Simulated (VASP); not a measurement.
The system is PtSe2.

```
CELL_PARAMETERS angstrom
3.69901 0.00000 0.00000
-1.84950 3.20343 0.00000
0.00000 0.00000 5.02803
ATOMIC_POSITIONS crystal
Pt 0.00000 0.00000 0.00000
Se 0.66667 0.33333 0.75000
Se 0.33333 0.66667 0.25000
```

Base run:

```yaml
Program: VASP 6.6.1
Functional: BLYP
Dispersion: D3(BJ)
Potentials_or_basis: VASP PAW PBE potentials, release 64 (Pt, Se)
Cutoff: 520 eV
k_mesh: 8 × 8 × 5
Occupations: fermi-dirac, width 0.05 eV
Spin: no spin polarisation
```

Its results: band gap on the k mesh zero (bands 11 and 12 overlap by 0.24 eV); pressure 9.7 GPa; largest force 1.456 eV/Å.

The run is repeated on the same cell with these changes: functional from BLYP to r2SCAN; dispersion from D3(BJ) to rVV10. What comes out?

Band gap on the k mesh zero (bands 11 and 12 overlap by 0.18 eV); pressure 7.1 GPa; largest force 0.716 eV/Å.

Several settings changed at once.

Caveats: the cell stands under pressure; the PAW data sets were made with another functional, which shifts forces and pressure a little; spin-orbit coupling is left out, which moves the levels of the heavy elements.
